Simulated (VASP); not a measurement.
# SnPb3Se4 (Cmmm) in VASP: notebook

SnPb3Se4 is run at these levels: PBEsol; tasks: relaxation of cell and atoms.

All numbers are computed with VASP 6.6.1; they aren't measurements. Logs are shortened: lines on timing, memory, paths and dates and some standing lists are left out, and cuts for length are marked.

### 1 The cell of the first run

It takes space group Cmmm (No. 65, orthorhombic). The conventional cell has a = 8.621 Å, b = 12.192 Å, c = 4.311 Å, α = 90.00°, β = 90.00°, γ = 90.00°. Within 4.0 Å of Sn (site symmetry mmm) lie 6 Se at 3.05 Å. Within 4.0 Å of Pb (site symmetry 2/m) lie 6 Se at 3.05 Å. Pb (site symmetry mmm) has 6 Se at 3.05 Å within 4.0 Å. Within 4.0 Å of Se (site symmetry m2m) lie 5 Pb at 3.05 Å and 1 Sn at 3.05 Å. Within 4.0 Å of Se (site symmetry 2mm) lie 2 Sn at 3.05 Å and 4 Pb at 3.05 Å.

### 2 Relaxation of cell and atoms, PBEsol

Input file INCAR:

```
PREC = Accurate
ENCUT = 600
EDIFF = 1E-6
ISMEAR = 0
SIGMA = 0.03
LREAL = False
LASPH = True
NELM = 80
ALGO = Normal
ISIF = 3
LWAVE = False
LCHARG = False
GGA = PS
IBRION = 2
NSW = 90
EDIFFG = -0.01
KPAR = 4
```

Input file KPOINTS:

```
regular mesh
0
Gamma
  6 6 6
```

Input file POSCAR:

```
SnPb3Se4
1.0
    0.0000000000      6.0959750000     -6.0959750000
   -6.0959750000      0.0000000000     -6.0959750000
   -6.0959750000      6.0959750000      0.0000000000
Sn Pb Se
2 6 8
Direct
    0.5000000000      0.5000000000      0.0000000000
    0.0000000000      0.5000000000      0.0000000000
    0.5000000000      0.0000000000      0.0000000000
    0.0000000000      0.0000000000      0.0000000000
    0.5000000000      0.5000000000      0.5000000000
    0.0000000000      0.5000000000      0.5000000000
    0.5000000000      0.0000000000      0.5000000000
    0.0000000000      0.0000000000      0.5000000000
    0.7500000000      0.7500000000      0.2500000000
    0.2500000000      0.7500000000      0.2500000000
    0.7500000000      0.2500000000      0.2500000000
    0.2500000000      0.2500000000      0.2500000000
    0.7500000000      0.7500000000      0.7500000000
    0.2500000000      0.7500000000      0.7500000000
    0.7500000000      0.2500000000      0.7500000000
    0.2500000000      0.2500000000      0.7500000000
```

Potentials or basis: VASP PAW PBE potentials, release 64 (Sn_d, Pb_d, Se).

Started as:

```
$ cat potpaw_PBE.64/Sn_d/POTCAR potpaw_PBE.64/Pb_d/POTCAR potpaw_PBE.64/Se/POTCAR > POTCAR
$ mpirun -np 4 vasp_std > vasp.out
```

OUTCAR:

```text
PREC = Accurate
   ENCUT = 600
   EDIFF = 1E-6
   ISMEAR = 0
   LREAL = False
   LASPH = True
   NELM = 80
   ISIF = 3
   GGA = PS
   IBRION = 2
   NSW = 90
   EDIFFG = -0.01

 ion  position               nearest neighbor table
   1  0.500  0.500  0.000-  10 3.05  11 3.05  12 3.05  13 3.05  14 3.05  15 3.05
   2  0.000  0.500  0.000-   9 3.05  11 3.05  12 3.05  13 3.05  14 3.05  16 3.05
   3  0.500  0.000  0.000-   9 3.05  10 3.05  12 3.05  13 3.05  15 3.05  16 3.05
   4  0.000  0.000  0.000-   9 3.05  10 3.05  11 3.05  14 3.05  15 3.05  16 3.05
   5  0.500  0.500  0.500-   9 3.05  10 3.05  11 3.05  14 3.05  15 3.05  16 3.05
   6  0.000  0.500  0.500-   9 3.05  10 3.05  12 3.05  13 3.05  15 3.05  16 3.05
[... 8 lines left out ...]
  15  0.750  0.250  0.750-   1 3.05   3 3.05   4 3.05   5 3.05   6 3.05   8 3.05
  16  0.250  0.250  0.750-   2 3.05   3 3.05   4 3.05   5 3.05   6 3.05   7 3.05

  LATTYP: Found a face centered cubic cell.
 ALAT       =    12.1919500000

  Lattice vectors:

 A1 = (   0.0000000000,   6.0959750000,  -6.0959750000)
 A2 = (  -6.0959750000,   0.0000000000,  -6.0959750000)
 A3 = (  -6.0959750000,   6.0959750000,   0.0000000000)

Analysis of symmetry for initial positions (statically):
=====================================================================
 Subroutine PRICEL returns following result:

  LATTYP: Found a base centered orthorhombic cell.
 ALAT       =     8.6210105209
 B/A-ratio  =     1.4142135624
 C/A-ratio  =     0.5000000000

  Lattice vectors:

 A1 = (   6.0959750000,  -3.0479875000,  -3.0479875000)
 A2 = (  -6.0959750000,  -3.0479875000,  -3.0479875000)
 A3 = (   0.0000000000,   3.0479875000,  -3.0479875000)

   2 primitive cells build up your supercell.

 Routine SETGRP: Setting up the symmetry group for a
 face centered cubic supercell.

 Subroutine GETGRP returns: Found  8 space group operations
 (whereof  4 operations were pure point group operations)
 out of a pool of 48 trial point group operations.

The static configuration has the point symmetry C_2h.
 The point group associated with its full space group is D_2h.

Analysis of symmetry for dynamics (positions and initial velocities):
=====================================================================
 Subroutine PRICEL returns following result:

  LATTYP: Found a base centered orthorhombic cell.
 ALAT       =     8.6210105209
 B/A-ratio  =     1.4142135624
 C/A-ratio  =     0.5000000000

  Lattice vectors:

 A1 = (   6.0959750000,  -3.0479875000,  -3.0479875000)
 A2 = (  -6.0959750000,  -3.0479875000,  -3.0479875000)
 A3 = (   0.0000000000,   3.0479875000,  -3.0479875000)

   2 primitive cells build up your supercell.

 Routine SETGRP: Setting up the symmetry group for a
 face centered cubic supercell.

 Subroutine GETGRP returns: Found  8 space group operations
 (whereof  4 operations were pure point group operations)
 out of a pool of 48 trial point group operations.

The dynamic configuration has the point symmetry C_2h.
 The point group associated with its full space group is D_2h.

 Subroutine INISYM returns: Found  8 space group operations
 (whereof  4 operations are pure point group operations),
 and found     2 'primitive' translations

----------------------------------------------------------------------------------------

                                     Primitive cell

  volume of cell :     226.5320

  direct lattice vectors                    reciprocal lattice vectors
     6.095975000 -3.047987500 -3.047987500     0.082021334 -0.082021334 -0.082021334
    -6.095975000 -3.047987500 -3.047987500    -0.082021334 -0.082021334 -0.082021334
     0.000000000  3.047987500 -3.047987500     0.000000000  0.164042667 -0.164042667

  length of vectors
     7.466014117  7.466014117  4.310505260     0.142065117  0.142065117  0.231991365

  position of ions in fractional coordinates (direct lattice)
     0.000000000  0.500000000  0.500000000
     0.000000000  0.000000000  0.000000000
     0.500000000  0.500000000  0.000000000
     0.500000000  0.000000000  0.500000000
     0.750000000  0.750000000  0.500000000
     0.750000000  0.250000000  0.000000000
     0.250000000  0.750000000  0.000000000
     0.250000000  0.250000000  0.500000000

  ion indices of the primitive-cell ions
   primitive index   ion index
                 1           1
                 2           3
                 3           5
                 4           7
                 5           9
                 6          11
                 7          13
                 8          15

----------------------------------------------------------------------------------------

 KPOINTS: regular mesh

Automatic generation of k-mesh.
 Grid dimensions read from file:
 generate k-points for:    6    6    6

 Generating k-lattice:

  Cartesian coordinates                     Fractional coordinates (reciprocal lattice)
     0.013670222  0.013670222 -0.013670222     0.166666667  0.000000000  0.000000000
    -0.013670222 -0.013670222 -0.013670222     0.000000000  0.166666667  0.000000000
    -0.013670222  0.013670222  0.013670222     0.000000000  0.000000000  0.166666667

  Length of vectors
     0.023677520  0.023677520  0.023677520

  Shift w.r.t. Gamma in fractional coordinates (k-lattice)
     0.000000000  0.000000000  0.000000000

 Subroutine IBZKPT returns following result:
 ===========================================

 Found     46 irreducible k-points:

 Following reciprocal coordinates:
            Coordinates               Weight
  0.000000  0.000000  0.000000      1.000000
  0.166667  0.000000  0.000000      4.000000
  0.000000  0.166667  0.000000      4.000000
  0.333333  0.000000  0.000000      4.000000
  0.000000  0.333333  0.000000      4.000000
  0.500000  0.000000  0.000000      2.000000
[... 16 lines left out ...]
  0.000000 -0.166667  0.166667      2.000000
 -0.333333 -0.166667 -0.166667      2.000000
 [... further k-points ...]
   k-points           NKPTS =     46   k-points in BZ     NKDIM =     46   number of bands    NBANDS=     96
   number of dos      NEDOS =    301   number of ions     NIONS =     16
   total plane-waves  NPLWV = 343000
   dimension x,y,z NGX =    70 NGY =   70 NGZ =   70
   dimension x,y,z NGXF=   140 NGYF=  140 NGZF=  140
   ions per type =               2   6   8
   NGX,Y,Z   is equivalent  to a cutoff of  13.50, 13.50, 13.50 a.u.
   NGXF,Y,Z  is equivalent  to a cutoff of  27.00, 27.00, 27.00 a.u.
 SYSTEM =  unknown system
   PREC   = accura    normal or accurate (medium, high low for compatibility)
   ISTART =      0    job   : 0-new  1-cont  2-samecut
   ICHARG =      2    charge: 1-file 2-atom 10-const
   ISPIN  =      1    spin polarized calculation?
   LNONCOLLINEAR =      F non collinear calculations
   LSORBIT =      F    spin-orbit coupling
   LASPH  =      T    aspherical Exc in radial PAW
   ENCUT  =  600.0 eV  44.10 Ry    6.64 a.u.  17.22 17.22 17.22*2*pi/ulx,y,z
   NELM   =     80;   NELMIN=  2; NELMDL= -5     # of ELM steps
   EDIFF  = 0.1E-05   stopping-criterion for ELM
   LREAL  =      F    real-space projection
   EDIFFG = -.1E-01   stopping-criterion for IOM
   NSW    =     90    number of steps for IOM
   IBRION =      2    ionic relax: 0-MD 1-quasi-New 2-CG
   NFREE  =      1    steps in history (QN), initial steepest desc. (CG)
   ISIF   =      3    stress and relaxation
   ISYM   =      2    0-nonsym 1-usesym 2-fastsym
   POTIM  = 0.5000    time-step for ionic-motion
   TEBEG  =    0.0;   TEEND  =   0.0 temperature during run
   PSTRESS=    0.0 pullay stress
   NELECT =     160.0000    total number of electrons
   NUPDOWN=      -1.0000    fix difference up-down
   EMIN   =  10.00;   EMAX   =-10.00  energy-range for DOS
   EFERMI =   0.00;   METHOD = LEGACY
   ISMEAR =     0;   SIGMA  =   0.03  broadening in eV -4-tet -1-fermi 0-gaus
   EFERMI_NEDOS =   21; number of points for ismear=-14 and -15
   IALGO  =     38    algorithm
   IMIX   =      4    mixing-type and parameters
     AMIX     =   0.40;   BMIX     =  1.00
     AMIX_MAG =   1.60;   BMIX_MAG =  1.00
  volume/ion in A,a.u.               =      28.32       191.09
  Fermi-wavevector in a.u.,A,eV,Ry     =   1.157164  2.186723 18.218595  1.339029
  Thomas-Fermi vector in A             =   2.293778
   LORBIT       =      0    0 simple, 1 ext, 2 COOP (PROOUT), +10 PAW based schemes
   GGA     = PS    functional components
   LHFCALC =     F    Hartree Fock is set to
   AEXX    =    0.0000 exact exchange contribution
   IVDW    =     0    specifies the selected vdW correction
   LEPSILON=     F    determine dielectric tensor
   LRPA    =     F    only Hartree local field effects (RPA)
 conjugate gradient relaxation of ions
 non-spin polarized calculation
 Gauss-broadening in eV      SIGMA  =   0.03
  energy-cutoff  :      600.00
  volume of cell :      453.06
 maximum number of plane-waves:     15142
 NGX is ok and might be reduce to    70
   NGX = 35   NGY = 35   NGZ = 35

--------------------------------------- Ionic step        1  -------------------------------------------

 number of electron     159.9999990 magnetization

 Free energy of the ion-electron system (eV)
  ---------------------------------------------------
  ext. energy  EPLUGINS =         0.00000000
  ---------------------------------------------------
  free energy    TOTEN  =       -71.34911785 eV

  energy without entropy =      -71.34884361  energy(sigma->0) =      -71.34898073

------------------------ aborting loop because EDIFF is reached ----------------------------------------

  FORCE on cell =-STRESS in cart. coord.  units (eV):
  Direction    XX          YY          ZZ          XY          YZ          ZX
  --------------------------------------------------------------------------------------
  -------------------------------------------------------------------------------------
  Total       -1.9549345     -1.9455330     -1.9455330      0.0000000     -0.0131194      0.0000000
  in kB       -6.9132659     -6.8800192     -6.8800192      0.0000000     -0.0463944      0.0000000
  external PRESSURE =      -6.8911014 kB  Pullay stress =       0.0000000 kB
[... 185 lines left out ...]
  energy  without entropy=      -71.3890339833  energy(sigma->0) =      -71.38917094

--------------------------------------- Ionic step        5  -------------------------------------------

 number of electron     159.9999997 magnetization

 Free energy of the ion-electron system (eV)
  ---------------------------------------------------
  ext. energy  EPLUGINS =         0.00000000
  ---------------------------------------------------
  free energy    TOTEN  =       -71.39801607 eV

  energy without entropy =      -71.39774359  energy(sigma->0) =      -71.39787983

 E-fermi :   5.3153     XC(G=0):  -9.7998

 val. band max:        5.3052045945   @ k =   0.0000   0.0000   0.0000
 cond. band min:       5.3250429140   @ k =   0.0000   0.0000   0.0000
 fundamental gap:      0.0198383195
 Fermi energy:         5.3152746265

 k-point     1 :       0.0000    0.0000    0.0000
  band No.  band energies     occupation
      1     -16.1357      2.00000
      2     -16.1332      2.00000
      3     -16.1278      2.00000
      4     -16.1240      2.00000
      5     -16.1219      2.00000
      6     -16.1187      2.00000
[... 2269 lines left out ...]
     91       8.3033      0.00000
     92       8.4268      0.00000

 [... further k-points ...]

 [bands above 92 left out]

------------------------ aborting loop because EDIFF is reached ----------------------------------------

  FORCE on cell =-STRESS in cart. coord.  units (eV):
  Direction    XX          YY          ZZ          XY          YZ          ZX
  --------------------------------------------------------------------------------------
  -------------------------------------------------------------------------------------
  Total        0.0808638      0.0755095      0.0755095      0.0000000      0.0246410      0.0000000
  in kB        0.2901376      0.2709265      0.2709265      0.0000000      0.0884114      0.0000000
  external PRESSURE =       0.2773302 kB  Pullay stress =       0.0000000 kB
[... 31 lines left out ...]
  FREE ENERGIE OF THE ION-ELECTRON SYSTEM (eV)
  ---------------------------------------------------
  free  energy   TOTEN  =       -71.3980160702 eV

  energy  without entropy=      -71.3977435874  energy(sigma->0) =      -71.39787983

 reached required accuracy - stopping structural energy minimisation
```

Run time: 69 min. Hardware: 4 MPI ranks of Intel Xeon Platinum 8259CL at 2.50GHz (Skylake/Cascade Lake), shared host; peak memory 2.1 GiB.

Results:

```yaml
Free_energy: -71.3980 eV
Relaxed_volume: 27.91 Å³/atom
Relaxed_cell: a = 8.580 Å, b = 8.579 Å, c = 8.579 Å, α = 60.00°, β = 60.00°, γ = 60.00°
Space_group_after_relaxing_to_0.1_Å: Cmmm (No. 65)
Energy_gained_by_relaxing: 3.1 meV/atom
Ionic_steps: 5
Pressure_after_relaxing: 0.0 GPa
Largest_force_after_relaxing: 0.003 eV/Å
Band_gap_on_the_k_mesh: 0.02 eV
```

Forces on the atoms (eV/Å):
```
Sn   0.000  0.000  0.000
Sn   0.000  0.000  0.000
Pb   0.000  0.000  0.000
Pb   0.000  0.000  0.000
Pb   0.000  0.000  0.000
Pb   0.000  0.000  0.000
Pb   0.000  0.000  0.000
Pb   0.000  0.000  0.000
Se   0.003  0.000  0.000
Se   0.003  0.000  0.000
Se   0.000  0.001  0.001
Se   0.000  0.001  0.001
Se   0.000 -0.001 -0.001
Se   0.000 -0.001 -0.001
Se  -0.003  0.000  0.000
Se  -0.003  0.000  0.000
```

Step by step:
```tsv
step	energy change (eV)	largest force (eV/Å)	pressure (GPa)	volume (Å³)
1	0.0000	0.2440	-0.69	453.06
2	-0.0269	0.1946	0.24	445.12
3	-0.0269	0.1924	0.28	444.79
4	-0.0402	0.1195	0.18	445.44
5	-0.0489	0.0033	0.03	446.54
```

Final structure:
```xyz
16
Lattice="0.0000 6.0670 -6.0670 -6.0664 0.0003 -6.0667 -6.0664 6.0667 -0.0003" Properties=species:S:1:pos:R:3 pbc="T T T"
Sn   -3.0332    3.0337   -6.0668
Sn   -3.0332    0.0002   -3.0333
Pb    0.0000    3.0335   -3.0335
Pb    0.0000    0.0000    0.0000
Pb   -6.0664    6.0670   -6.0670
Pb   -6.0664    3.0335   -3.0335
Pb   -3.0332    6.0668   -3.0337
Pb   -3.0332    3.0333   -0.0002
Se   -6.0329    6.0671   -9.1003
Se   -6.0329    3.0337   -6.0668
Se   -3.0332    6.0336   -6.1004
Se   -3.0332    3.0001   -3.0669
Se   -9.0996    9.1339   -9.0671
Se   -9.0996    6.1004   -6.0336
Se   -6.0999    9.1003   -6.0671
Se   -6.0999    6.0668   -3.0337
```

Levels at points of the mesh, in eV from the valence-band top:
```csv
k point,band 77,band 78,band 79,band 80,band 81,band 82,band 83,band 84
"(0.00, 0.00, 0.00)",-0.11,-0.11,0.00,0.00,0.02,0.02,0.25,0.28
"(0.50, 0.00, 0.00)",-1.94,-1.94,-1.11,-1.11,2.00,2.00,2.63,2.63
"(0.00, 0.50, 0.00)",-1.94,-1.94,-1.16,-1.09,1.86,2.14,2.58,2.61
"(0.50, 0.50, 0.00)",-0.95,-0.95,-0.56,-0.56,1.17,1.17,1.21,1.21
"(0.00, 0.50, 0.50)",-0.93,-0.93,-0.68,-0.49,1.14,1.14,1.24,1.25
```

Caveat: the PAW data sets were made with another functional, which shifts forces and pressure a little; spin-orbit coupling is left out, which moves the levels of the heavy elements. A k mesh can miss the band edges.

### 3 Relaxation of cell and atoms, PBEsol

This run uses another cell than the first one, of 27.91 Å³/atom.

INCAR, as its differences from that of step 2:

```diff
@@ -2,3 +2,3 @@
 ENCUT = 600
-EDIFF = 1E-6
+EDIFF = 1E-7
 ISMEAR = 0
@@ -15,3 +15,3 @@
 NSW = 90
-EDIFFG = -0.01
+EDIFFG = -0.005
 KPAR = 4
```

KPOINTS is that of step 2.

Input file POSCAR:

```
SnPb3Se4                                
1.0
    0.0000000000      6.0669884640     -6.0669884640
   -6.0663739144      0.0003141802     -6.0666742838
   -6.0663739144      6.0666742838     -0.0003141802
  Sn              Pb              Se            
     2     6     8
Direct
     0.5000000000000000    0.5000000000000000    0.0000000000000000
     0.0000000000000000    0.5000000000000000    0.0000000000000000
     0.5000000000000000    0.0000000000000000    0.0000000000000000
     0.0000000000000000    0.0000000000000000    0.0000000000000000
     0.5000000000000000    0.5000000000000000    0.5000000000000000
     0.0000000000000000    0.5000000000000000    0.5000000000000000
     0.5000000000000000    0.0000000000000000    0.5000000000000000
     0.0000000000000000    0.0000000000000000    0.5000000000000000
     0.7527613302037940    0.7472386697962060    0.2472386697962060
     0.2527613302037940    0.7472386697962060    0.2472386697962060
     0.7500000000000000    0.2555094404725415    0.2444905595274585
     0.2500000000000000    0.2555094404725415    0.2444905595274585
     0.7500000000000000    0.7444905595274585    0.7555094404725415
     0.2500000000000000    0.7444905595274585    0.7555094404725415
     0.7472386697962060    0.2527613302037940    0.7527613302037940
     0.2472386697962060    0.2527613302037940    0.7527613302037940
```

Potentials or basis: VASP PAW PBE potentials, release 64 (Sn_d, Pb_d, Se).

Started as:

```
$ cat potpaw_PBE.64/Sn_d/POTCAR potpaw_PBE.64/Pb_d/POTCAR potpaw_PBE.64/Se/POTCAR > POTCAR
$ mpirun -np 4 vasp_std > vasp.out
```

Run time: 24 min. Hardware: 4 MPI ranks of Intel Xeon Platinum 8259CL at 2.50GHz (Skylake/Cascade Lake), shared host; peak memory 2 GiB.

The run converged. Its results:

| Quantity | Value |
| --- | --- |
| Free energy | -71.3975 eV |
| Pressure after relaxing | 0.0 GPa |
| Largest force after relaxing | 0.003 eV/Å |
| Band gap on the k mesh | 0.02 eV |

Forces in eV/Å, atoms in the order of the input:
```
Sn   0.000  0.000  0.000
Sn   0.000  0.000  0.000
Pb   0.000  0.000  0.000
Pb   0.000  0.000  0.000
Pb   0.000  0.000  0.000
Pb   0.000  0.000  0.000
Pb   0.000  0.000  0.000
Pb   0.000  0.000  0.000
Se   0.003  0.000  0.000
Se   0.003  0.000  0.000
Se   0.000  0.000  0.000
Se   0.000  0.000  0.000
Se   0.000  0.000  0.000
Se   0.000  0.000  0.000
Se  -0.003  0.000  0.000
Se  -0.003  0.000  0.000
```

Final structure:
```cif
data_structure
_symmetry_space_group_name_H-M 'P 1'
_symmetry_Int_Tables_number 1
_cell_length_a 8.5800
_cell_length_b 8.5794
_cell_length_c 8.5794
_cell_angle_alpha 59.998
_cell_angle_beta 59.997
_cell_angle_gamma 59.997
_cell_volume 446.54
loop_
_atom_site_label
_atom_site_type_symbol
_atom_site_fract_x
_atom_site_fract_y
_atom_site_fract_z
_atom_site_occupancy
Sn1 Sn 0.50000 0.50000 0.00000 1
Sn2 Sn 0.00000 0.50000 0.00000 1
Pb1 Pb 0.50000 0.00000 0.00000 1
Pb2 Pb 0.00000 0.00000 0.00000 1
Pb3 Pb 0.50000 0.50000 0.50000 1
Pb4 Pb 0.00000 0.50000 0.50000 1
Pb5 Pb 0.50000 0.00000 0.50000 1
Pb6 Pb 0.00000 0.00000 0.50000 1
Se1 Se 0.75276 0.74724 0.24724 1
Se2 Se 0.25276 0.74724 0.24724 1
Se3 Se 0.75000 0.25551 0.24449 1
Se4 Se 0.25000 0.25551 0.24449 1
Se5 Se 0.75000 0.74449 0.75551 1
Se6 Se 0.25000 0.74449 0.75551 1
Se7 Se 0.74724 0.25276 0.75276 1
Se8 Se 0.24724 0.25276 0.75276 1
```

Levels at points of the mesh, in eV from the valence-band top:
```csv
k point,band 77,band 78,band 79,band 80,band 81,band 82,band 83,band 84
"(0.00, 0.00, 0.00)",-0.11,-0.11,0.00,0.00,0.02,0.02,0.25,0.28
"(0.50, 0.00, 0.00)",-1.94,-1.94,-1.11,-1.11,2.00,2.00,2.63,2.63
"(0.00, 0.50, 0.00)",-1.94,-1.94,-1.16,-1.09,1.86,2.14,2.58,2.61
"(0.50, 0.50, 0.00)",-0.95,-0.95,-0.56,-0.56,1.17,1.17,1.21,1.21
"(0.00, 0.50, 0.50)",-0.93,-0.93,-0.68,-0.49,1.14,1.14,1.24,1.25
```

Caveat: the relaxation stopped at its first step, so nothing moved; the PAW data sets were made with another functional, which shifts forces and pressure a little; spin-orbit coupling is left out, which moves the levels of the heavy elements. A k mesh can miss the band edges.
